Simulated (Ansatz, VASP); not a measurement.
## B27As26N: VASP beside Ansatz

```
CELL_PARAMETERS angstrom
0.00000 7.16550 7.16550
7.16550 0.00000 7.16550
7.16550 7.16550 0.00000
ATOMIC_POSITIONS crystal
B 0.00000 0.00000 0.00000
B 0.00000 0.00000 0.33333
B 0.00000 0.00000 0.66667
B 0.00000 0.33333 0.00000
B 0.00000 0.33333 0.33333
B 0.00000 0.33333 0.66667
B 0.00000 0.66667 0.00000
B 0.00000 0.66667 0.33333
B 0.00000 0.66667 0.66667
B 0.33333 0.00000 0.00000
B 0.33333 0.00000 0.33333
B 0.33333 0.00000 0.66667
B 0.33333 0.33333 0.00000
B 0.33333 0.33333 0.33333
B 0.33333 0.33333 0.66667
B 0.33333 0.66667 0.00000
B 0.33333 0.66667 0.33333
B 0.33333 0.66667 0.66667
B 0.66667 0.00000 0.00000
B 0.66667 0.00000 0.33333
B 0.66667 0.00000 0.66667
B 0.66667 0.33333 0.00000
B 0.66667 0.33333 0.33333
B 0.66667 0.33333 0.66667
B 0.66667 0.66667 0.00000
B 0.66667 0.66667 0.33333
B 0.66667 0.66667 0.66667
N 0.08333 0.08333 0.08333
As 0.08333 0.08333 0.41667
As 0.08333 0.08333 0.75000
As 0.08333 0.41667 0.08333
As 0.08333 0.41667 0.41667
As 0.08333 0.41667 0.75000
As 0.08333 0.75000 0.08333
As 0.08333 0.75000 0.41667
As 0.08333 0.75000 0.75000
As 0.41667 0.08333 0.08333
As 0.41667 0.08333 0.41667
As 0.41667 0.08333 0.75000
As 0.41667 0.41667 0.08333
As 0.41667 0.41667 0.41667
As 0.41667 0.41667 0.75000
As 0.41667 0.75000 0.08333
As 0.41667 0.75000 0.41667
As 0.41667 0.75000 0.75000
As 0.75000 0.08333 0.08333
As 0.75000 0.08333 0.41667
As 0.75000 0.08333 0.75000
As 0.75000 0.41667 0.08333
As 0.75000 0.41667 0.41667
As 0.75000 0.41667 0.75000
As 0.75000 0.75000 0.08333
As 0.75000 0.75000 0.41667
As 0.75000 0.75000 0.75000
```

Alike in both runs: task electric field gradients; functional PBE; k mesh 2 × 2 × 2; occupations fermi-dirac, width 0.01 eV; no spin polarisation.

|  | VASP | Ansatz |
| --- | --- | --- |
| version | VASP 6.6.1 | Ansatz 0.2.0 |
| potentials or method | VASP PAW PBE potentials, release 64 (B, N, As) | plane-wave PAW, scalar-relativistic |
| plane-wave cutoff (eV) | 520 | 420 |
| valence electrons in the cell | 216 | 476 |

|  | VASP | Ansatz | Ansatz less VASP |
| --- | --- | --- | --- |
| gap on the k mesh at the Fermi level (eV) | 0.67 | 0.68 | +0.009 |
| pressure (GPa) | 1.2 | 0.6 | -0.63 |
| rms of the force components (eV/Å) | 0.361 | 0.355 | -0.0057 |
| size of Vzz on the site where it differs most (V/Å²) | 14.9 | 13.4 | -1.48 |

Atom by atom the forces differ by 0.006 eV/Å (rms over components). The functional is the same, so the differences come from potentials, cutoffs and numerics. VASP's potentials hold 216 valence electrons a cell and Ansatz's 476, so a difference there can come from the potentials and not from the codes.
